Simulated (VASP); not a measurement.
# HC4 in VASP: notebook

Runs on HC4. Level: PBE+D3(BJ). Tasks: single point.

Everything below comes from runs of VASP 6.6.1. Logs are shortened: lines on timing, memory, paths and dates and some standing lists are left out, and cuts for length are marked.

## 1. The cell of the first run

The cell holds a slab with vacuum, 10 atoms: a = 4.931 Å, b = 4.931 Å, c = 18.000 Å, α = 90.00°, β = 90.00°, γ = 120.00°.

## 2. Single point, PBE+D3(BJ)

The input, INCAR:

```
PREC = Accurate
ENCUT = 520
EDIFF = 1E-7
ISMEAR = 0
SIGMA = 0.1
LREAL = F
LASPH = T
NELM = 80
ALGO = Normal
ISIF = 2
LWAVE = F
LCHARG = F
LDIPOL = T
IDIPOL = 3
DIPOL = 0.5 0.5 0.241
GGA = PE
IVDW = 12
NBANDS = 28
```

The input, KPOINTS:

```
regular mesh
0
Gamma
  6 6 1
```

The input, POSCAR:

```
HC4
1.0
    4.9314011428      0.0000000001      0.0000000000
   -2.4657005715      4.2707186659      0.0000000000
    0.0000000000      0.0000000000     18.0000000000
C H
8 2
Direct
    0.1666666667      0.3333333333      0.2222222222
    0.1666666667      0.8333333333      0.2222222222
    0.6666666667      0.3333333333      0.2222222222
    0.6666666667      0.8333333333      0.2222222222
    0.3333333333      0.1666666667      0.2222222222
    0.3333333333      0.6666666667      0.2222222222
    0.8333333333      0.1666666667      0.2222222222
    0.8333333333      0.6666666667      0.2222222222
    0.1739562988      0.1739571079      0.3183333333
    0.3260437012      0.3260428921      0.3183333333
```

Potentials or basis: VASP PAW PBE potentials, release 64 (C, H).

Started as:

```bash
$ cat potpaw_PBE.64/C/POTCAR potpaw_PBE.64/H/POTCAR > POTCAR
$ mpirun -np 1 vasp_std > vasp.out
```

OUTCAR:

```text
PREC = Accurate
   ENCUT = 520
   EDIFF = 1E-7
   ISMEAR = 0
   LREAL = F
   LASPH = T
   NELM = 80
   ISIF = 2
   GGA = PE
   IVDW = 12
 IVDW          = 12

 ion  position               nearest neighbor table
   1  0.167  0.333  0.222-   5 1.42   7 1.42   6 1.42
   2  0.167  0.833  0.222-   6 1.42   8 1.42   5 1.42
   3  0.667  0.333  0.222-   7 1.42   5 1.42   8 1.42
   4  0.667  0.833  0.222-   8 1.42   6 1.42   7 1.42
   5  0.333  0.167  0.222-   1 1.42   3 1.42   2 1.42
   6  0.333  0.667  0.222-   2 1.42   4 1.42   1 1.42
   7  0.833  0.167  0.222-   3 1.42   1 1.42   4 1.42
   8  0.833  0.667  0.222-   4 1.42   2 1.42   3 1.42
   9  0.174  0.174  0.318-  10 0.75
  10  0.326  0.326  0.318-   9 0.75

  LATTYP: Found a hexagonal cell.
 ALAT       =     4.9314011428
 C/A-ratio  =     3.6500782392

  Lattice vectors:

 A1 = (   4.9314011428,   0.0000000001,   0.0000000000)
 A2 = (  -2.4657005715,   4.2707186659,   0.0000000000)
 A3 = (   0.0000000000,   0.0000000000,  18.0000000000)

Analysis of symmetry for initial positions (statically):
=====================================================================
 Subroutine PRICEL returns:
 Original cell was already a primitive cell.

 Routine SETGRP: Setting up the symmetry group for a
 hexagonal supercell.

 Subroutine GETGRP returns: Found  4 space group operations
 (whereof  2 operations were pure point group operations)
 out of a pool of 24 trial point group operations.

The static configuration has the point symmetry C_1h.
 The point group associated with its full space group is C_2v.

Analysis of symmetry for dynamics (positions and initial velocities):
=====================================================================
 Subroutine PRICEL returns:
 Original cell was already a primitive cell.

 Routine SETGRP: Setting up the symmetry group for a
 hexagonal supercell.

 Subroutine GETGRP returns: Found  4 space group operations
 (whereof  2 operations were pure point group operations)
 out of a pool of 24 trial point group operations.

The dynamic configuration has the point symmetry C_1h.
 The point group associated with its full space group is C_2v.

 Subroutine INISYM returns: Found  4 space group operations
 (whereof  2 operations are pure point group operations),
 and found     1 'primitive' translations

----------------------------------------------------------------------------------------

                                     Primitive cell

  volume of cell :     379.0913

  direct lattice vectors                    reciprocal lattice vectors
     4.931401143  0.000000000  0.000000000     0.202782124  0.117076314  0.000000000
    -2.465700572  4.270718666  0.000000000    -0.000000000  0.234152628  0.000000000
     0.000000000  0.000000000 18.000000000     0.000000000  0.000000000  0.055555556

  length of vectors
     4.931401143  4.931401143 18.000000000     0.234152628  0.234152628  0.055555556

  position of ions in fractional coordinates (direct lattice)
     0.166666667  0.333333333  0.222222222
     0.166666667  0.833333333  0.222222222
     0.666666667  0.333333333  0.222222222
     0.666666667  0.833333333  0.222222222
     0.333333333  0.166666667  0.222222222
     0.333333333  0.666666667  0.222222222
     0.833333333  0.166666667  0.222222222
     0.833333333  0.666666667  0.222222222
     0.173956299  0.173957108  0.318333333
     0.326043701  0.326042892  0.318333333

  ion indices of the primitive-cell ions
   primitive index   ion index
                 1           1
                 2           2
                 3           3
                 4           4
                 5           5
                 6           6
                 7           7
                 8           8
                 9           9
                10          10

----------------------------------------------------------------------------------------

 KPOINTS: regular mesh

Automatic generation of k-mesh.
 Grid dimensions read from file:
 generate k-points for:    6    6    1

 Generating k-lattice:

  Cartesian coordinates                     Fractional coordinates (reciprocal lattice)
     0.033797021  0.019512719  0.000000000     0.166666667  0.000000000  0.000000000
    -0.000000000  0.039025438  0.000000000     0.000000000  0.166666667  0.000000000
     0.000000000  0.000000000  0.055555556     0.000000000  0.000000000  1.000000000

  Length of vectors
     0.039025438  0.039025438  0.055555556

  Shift w.r.t. Gamma in fractional coordinates (k-lattice)
     0.000000000  0.000000000  0.000000000

 Subroutine IBZKPT returns following result:
 ===========================================

 Found     13 irreducible k-points:

 Following reciprocal coordinates:
            Coordinates               Weight
  0.000000  0.000000  0.000000      1.000000
  0.166667  0.000000  0.000000      4.000000
 -0.166667  0.166667  0.000000      2.000000
  0.333333  0.000000  0.000000      4.000000
 -0.333333  0.333333  0.000000      2.000000
  0.500000  0.000000  0.000000      2.000000
  0.500000  0.500000  0.000000      1.000000
  0.166667  0.166667  0.000000      2.000000
 -0.166667  0.333333  0.000000      4.000000
  0.333333  0.166667  0.000000      4.000000
 -0.166667  0.500000  0.000000      4.000000
  0.500000  0.333333  0.000000      4.000000
  0.333333  0.333333  0.000000      2.000000
   k-points           NKPTS =     13   k-points in BZ     NKDIM =     13   number of bands    NBANDS=     28
   number of dos      NEDOS =    301   number of ions     NIONS =     10
   total plane-waves  NPLWV = 224000
   dimension x,y,z NGX =    40 NGY =   40 NGZ =  140
   dimension x,y,z NGXF=    80 NGYF=   80 NGZF=  280
   ions per type =               8   2
   NGX,Y,Z   is equivalent  to a cutoff of  13.48, 13.48, 12.93 a.u.
   NGXF,Y,Z  is equivalent  to a cutoff of  26.97, 26.97, 25.86 a.u.
 SYSTEM =  unknown system
   PREC   = accura    normal or accurate (medium, high low for compatibility)
   ISTART =      0    job   : 0-new  1-cont  2-samecut
   ICHARG =      2    charge: 1-file 2-atom 10-const
   ISPIN  =      1    spin polarized calculation?
   LNONCOLLINEAR =      F non collinear calculations
   LSORBIT =      F    spin-orbit coupling
   LASPH  =      T    aspherical Exc in radial PAW
   ENCUT  =  520.0 eV  38.22 Ry    6.18 a.u.   9.17  9.17 33.47*2*pi/ulx,y,z
   NELM   =     80;   NELMIN=  2; NELMDL= -5     # of ELM steps
   EDIFF  = 0.1E-06   stopping-criterion for ELM
   LREAL  =      F    real-space projection
   EDIFFG = 0.1E-05   stopping-criterion for IOM
   NSW    =      0    number of steps for IOM
   IBRION =     -1    ionic relax: 0-MD 1-quasi-New 2-CG
   NFREE  =      0    steps in history (QN), initial steepest desc. (CG)
   ISIF   =      2    stress and relaxation
   ISYM   =      2    0-nonsym 1-usesym 2-fastsym
   POTIM  = 0.5000    time-step for ionic-motion
   TEBEG  =    0.0;   TEEND  =   0.0 temperature during run
   PSTRESS=    0.0 pullay stress
   NELECT =      34.0000    total number of electrons
   NUPDOWN=      -1.0000    fix difference up-down
   EMIN   =  10.00;   EMAX   =-10.00  energy-range for DOS
   EFERMI =   0.00;   METHOD = LEGACY
   ISMEAR =     0;   SIGMA  =   0.10  broadening in eV -4-tet -1-fermi 0-gaus
   EFERMI_NEDOS =   21; number of points for ismear=-14 and -15
   IALGO  =     38    algorithm
   IMIX   =      4    mixing-type and parameters
     AMIX     =   0.40;   BMIX     =  1.00
     AMIX_MAG =   1.60;   BMIX_MAG =  1.00
  volume/ion in A,a.u.               =      37.91       255.82
  Fermi-wavevector in a.u.,A,eV,Ry     =   0.732802  1.384795  7.306308  0.536999
  Thomas-Fermi vector in A             =   1.825354
   LORBIT       =      0    0 simple, 1 ext, 2 COOP (PROOUT), +10 PAW based schemes
   GGA     = PE    functional components
   LHFCALC =     F    Hartree Fock is set to
   AEXX    =    0.0000 exact exchange contribution
   IVDW    =    12    specifies the selected vdW correction
   LEPSILON=     F    determine dielectric tensor
   LRPA    =     F    only Hartree local field effects (RPA)
 non-spin polarized calculation
 Gauss-broadening in eV      SIGMA  =   0.10
  energy-cutoff  :      520.00
  volume of cell :      379.09
 maximum number of plane-waves:     10258
 NGX is ok and might be reduce to    40
   NGX = 19   NGY = 19   NGZ = 67

 dipolmoment           0.000000      0.000000     -0.000107 electrons x Angstroem

 number of electron      33.9999997 magnetization

 dipolmoment           0.000000      0.000000      0.032311 electrons x Angstroem

 Free energy of the ion-electron system (eV)
  ---------------------------------------------------
  ext. energy  EPLUGINS =         0.00000000
  ---------------------------------------------------
  free energy    TOTEN  =       -78.90855332 eV

  energy without entropy =      -78.90744728  energy(sigma->0) =      -78.90800030

 E-fermi :  -2.6936     XC(G=0):  -2.6577

 val. band max:       -2.8253064710   @ k =   0.3333   0.3333   0.0000
 cond. band min:      -2.5618836994   @ k =   0.3333   0.3333   0.0000
 fundamental gap:      0.2634227715
 Fermi energy:        -2.6935950849

 k-point     1 :       0.0000    0.0000    0.0000
  band No.  band energies     occupation
      1     -22.3314      2.00000
      2     -17.2169      2.00000
      3     -17.0321      2.00000
      4     -16.9936      2.00000
      5     -16.0671      2.00000
      6     -16.0277      2.00000
[... 20 lines left out ...]
     27       4.5533      0.00000
     28       4.6039      0.00000
[... 342 lines left out ...]
 k-point    13 :       0.3333    0.3333    0.0000
  band No.  band energies     occupation
      1     -20.5134      2.00000
      2     -20.3214      2.00000
      3     -20.2975      2.00000
      4     -15.4327      2.00000
      5     -15.3480      2.00000
      6     -13.3416      2.00000
[... 20 lines left out ...]
     27       4.3546      0.00000
     28       4.7094      0.00000

------------------------ aborting loop because EDIFF is reached ----------------------------------------

 vacuum level on the upper side and lower side of the slab       (xc-potential included)         0.123        -0.143

 Edisp (eV)   -0.83630

 E8    (eV) :    -0.2529

  FORCE on cell =-STRESS in cart. coord.  units (eV):
  Direction    XX          YY          ZZ          XY          YZ          ZX
  --------------------------------------------------------------------------------------
  -------------------------------------------------------------------------------------
  Total       1.10779    -0.77967     7.80424    -1.63458    -0.00000     0.00000
  in kB       4.68190    -3.29516    32.98354    -6.90834    -0.00000     0.00000
  external pressure =       11.46 kB  Pullay stress =        0.00 kB

 VOLUME and BASIS-vectors are now :
 -----------------------------------------------------------------------------
  energy-cutoff  :      520.00
  volume of cell :      379.09
      direct lattice vectors                 reciprocal lattice vectors
     4.931401143  0.000000000  0.000000000     0.202782124  0.117076314  0.000000000
    -2.465700572  4.270718666  0.000000000    -0.000000000  0.234152628  0.000000000
     0.000000000  0.000000000 18.000000000     0.000000000  0.000000000  0.055555556

 POSITION                                       TOTAL-FORCE (eV/Angst)
 -----------------------------------------------------------------------------------
      0.00000      1.42357      4.00000        -0.823948      0.475707     -2.019149
     -1.23285      3.55893      4.00000        -0.079793      0.232554     -0.206309
      2.46570      1.42357      4.00000        -0.241294     -0.047174     -0.206309
      1.23285      3.55893      4.00000        -0.114822      0.066293      0.155301
      1.23285      0.71179      4.00000         0.823948     -0.475707     -2.019149
     -0.00000      2.84715      4.00000         0.079793     -0.232554     -0.206309
      3.69855      0.71179      4.00000         0.241294      0.047174     -0.206309
      2.46570      2.84715      4.00000         0.114822     -0.066293      0.155301
      0.42892      0.74292      5.73000         0.147343      0.255205      2.276467
      0.80393      1.39244      5.73000        -0.147343     -0.255205      2.276467
 -----------------------------------------------------------------------------------
    total drift:                               -0.001667      0.002864      0.000489

  FREE ENERGIE OF THE ION-ELECTRON SYSTEM (eV)
  ---------------------------------------------------
  free  energy   TOTEN  =       -79.7448493196 eV

  energy  without entropy=      -79.7437432733  energy(sigma->0) =      -79.74429630

 vacuum level on the upper side and lower side of the slab         1.949         1.674
```

Wall time 4.3 min (1 thread of Intel Xeon Platinum 8259CL at 2.50GHz (Skylake/Cascade Lake), shared host); peak memory 0.53 GiB.

What came out:

| Item | Value |
| --- | --- |
| Free energy | -79.7448 eV |
| Largest force | 2.295 eV/Å |
| Band gap on the k mesh | 0.26 eV |
| Dispersion energy per atom | -0.084 eV |

Forces on the atoms (eV/Å):
```
C   -0.824  0.476 -2.019
C   -0.080  0.233 -0.206
C   -0.241 -0.047 -0.206
C   -0.115  0.066  0.155
C    0.824 -0.476 -2.019
C    0.080 -0.233 -0.206
C    0.241  0.047 -0.206
C    0.115 -0.066  0.155
H    0.147  0.255  2.276
H   -0.147 -0.255  2.276
```

Levels at points of the mesh, in eV from the valence-band top:
```tsv
k point	band 13	band 14	band 15	band 16	band 17	band 18	band 19	band 20	band 21	band 22
(0.00, 0.00, 0.00)	-2.96	-2.96	-2.37	-2.25	-1.64	1.44	1.64	1.86	3.94	4.45
(0.50, 0.00, 0.00)	-5.01	-4.96	-4.09	-2.75	-1.90	2.79	2.90	4.54	5.93	6.06
(0.50, 0.50, 0.00)	-4.99	-4.95	-4.30	-2.70	-1.71	2.75	2.89	5.14	5.91	6.17
```

## 3. Single point, PBE+D3(BJ)

The input, INCAR:

```
SYSTEM = HC4
PREC     = Accurate       ! precision mode
ENCUT    = 520            ! plane-wave cutoff, eV
EDIFF    = 1E-7           ! SCF threshold, eV
ISMEAR   = 0              ! smearing method
SIGMA    = 0.1            ! smearing width, eV
LREAL    = .False.        ! projectors in reciprocal space
LASPH    = .True.         ! aspherical terms in the spheres
NELM     = 60             ! most SCF steps
ALGO     = Normal         ! electronic algorithm
ISIF     = 2              ! what is computed and relaxed
LWAVE    = .False.        ! write WAVECAR
LCHARG   = .False.        ! write CHGCAR
LDIPOL   = .True.       
IDIPOL   = 3            
DIPOL    = 0.5 0.5 0.251
GGA      = PE             ! functional
IVDW     = 12             ! dispersion correction
NBANDS   = 28             ! bands
```

The input, KPOINTS:

```
Automatic mesh
0
Gamma
  6 6 1
  0 0 0
```

Changes to POSCAR since step 2:

```diff
@@ -16,3 +16,3 @@
     0.8333333333      0.6666666667      0.2222222222
-    0.1739562988      0.1739571079      0.3183333333
-    0.3260437012      0.3260428921      0.3183333333
+    0.1739562988      0.1739571079      0.3666666667
+    0.3260437012      0.3260428921      0.3666666667
```

Potentials or basis: VASP PAW PBE potentials, release 64 (C, H).

Started as:

```bash
$ cat potpaw_PBE.64/C/POTCAR potpaw_PBE.64/H/POTCAR > POTCAR
$ mpirun -np 1 vasp_std > vasp.out
```

Run time: 4.8 min. Hardware: 1 thread of Intel Xeon Platinum 8259CL at 2.50GHz (Skylake/Cascade Lake), shared host; peak memory 0.56 GiB.

Results (log left out):

```
Free energy                : -81.2615 eV
Largest force              : 0.185 eV/Å
Band gap on the k mesh     : 0.01 eV
Dispersion energy per atom : -0.080 eV
```

Forces on the atoms (eV/Å):
```
C   -0.017  0.010 -0.184
C   -0.002  0.049 -0.007
C   -0.043 -0.023 -0.007
C   -0.018  0.010  0.034
C    0.017 -0.010 -0.184
C    0.002 -0.049 -0.007
C    0.043  0.023 -0.007
C    0.018 -0.010  0.034
H    0.016  0.027  0.163
H   -0.016 -0.027  0.163
```

Levels at points of the mesh, in eV from the valence-band top:
```csv
k point,band 14,band 15,band 16,band 17,band 18,band 19,band 20,band 21
"(0.00, 0.00, 0.00)",-3.03,-2.36,-2.35,-2.32,1.62,1.68,1.68,3.60
"(0.50, 0.00, 0.00)",-5.05,-5.04,-2.74,-2.69,2.81,2.82,3.93,5.62
"(0.50, 0.50, 0.00)",-5.04,-5.04,-2.74,-2.69,2.81,2.82,4.60,5.61
```

## 4. Single point, PBE+D3(BJ)

The input, INCAR:

```
PREC = Accurate
ENCUT = 520
EDIFF = 1E-6
ISMEAR = 0
SIGMA = 0.1
LREAL = False
LASPH = True
NELM = 100
ALGO = Normal
ISIF = 2
LWAVE = False
LCHARG = True
LDIPOL = True
IDIPOL = 3
DIPOL = 0.5 0.5 0.238
GGA = PE
IVDW = 12
LELF = True
LVHAR = True
LVACPOTAV = True
NBANDS = 28
```

The input, KPOINTS:

```
Automatic mesh
0
Gamma
  6 6 1
```

Changes to POSCAR since step 3:

```diff
@@ -16,3 +16,3 @@
     0.8333333333      0.6666666667      0.2222222222
-    0.1739562988      0.1739571079      0.3666666667
-    0.3260437012      0.3260428921      0.3666666667
+    0.1568211181      0.1568221095      0.3005555556
+    0.3431788819      0.3431778905      0.3005555556
```

Started as:

```bash
$ cat potpaw_PBE.64/C/POTCAR potpaw_PBE.64/H/POTCAR > POTCAR
$ mpirun -np 1 vasp_std > vasp.out
```

It took 4.8 min on 1 thread of Intel Xeon Platinum 8259CL at 2.50GHz (Skylake/Cascade Lake), shared host; peak memory 0.53 GiB.

The run converged. Its results:

- Free energy: -77.3507 eV
- Largest force: 5.016 eV/Å
- Band gap on the k mesh: 0.76 eV (least direct gap 0.90 eV)
- Dispersion energy per atom: -0.086 eV

Forces in eV/Å, atoms in the order of the input:
```
C   -1.989  1.148 -3.583
C    0.077  0.034 -0.509
C    0.009 -0.084 -0.509
C    0.003 -0.002  0.270
C    1.989 -1.148 -3.583
C   -0.077 -0.034 -0.509
C   -0.009  0.084 -0.509
C   -0.003  0.002  0.270
H    1.265  2.191  4.331
H   -1.265 -2.191  4.331
```

Levels at points of the mesh, in eV from the valence-band top:
| k point | band 14 | band 15 | band 16 | band 17 | band 18 | band 19 | band 20 | band 21 |
| --- | --- | --- | --- | --- | --- | --- | --- | --- |
| (0.00, 0.00, 0.00) | -3.02 | -2.51 | -2.22 | -0.79 | 0.94 | 1.48 | 2.07 | 4.14 |
| (0.50, 0.00, 0.00) | -4.93 | -3.64 | -2.89 | -0.60 | 2.60 | 2.94 | 4.24 | 6.08 |
| (0.50, 0.50, 0.00) | -5.00 | -3.93 | -2.78 | -0.23 | 2.51 | 2.86 | 5.33 | 5.35 |

## 5. Overview

| cell | gap on the mesh (eV) | largest force (eV/Å) |
| --- | --- | --- |
| as given, atomic positions A | 0.26 | 2.30 |
| as given, atomic positions B | 0.01 | 0.18 |
| as given, atomic positions C | 0.76 | 5.02 |

Alike in all rows: task single point; level PBE+D3(BJ); potentials or basis VASP PAW PBE potentials, release 64 (C, H); no spin polarisation; k mesh 6 × 6 × 1; cutoff (eV) 520; smearing gaussian 0.1 eV.

Total energies depend on the potentials used, so only differences within one code and one set of settings carry meaning.
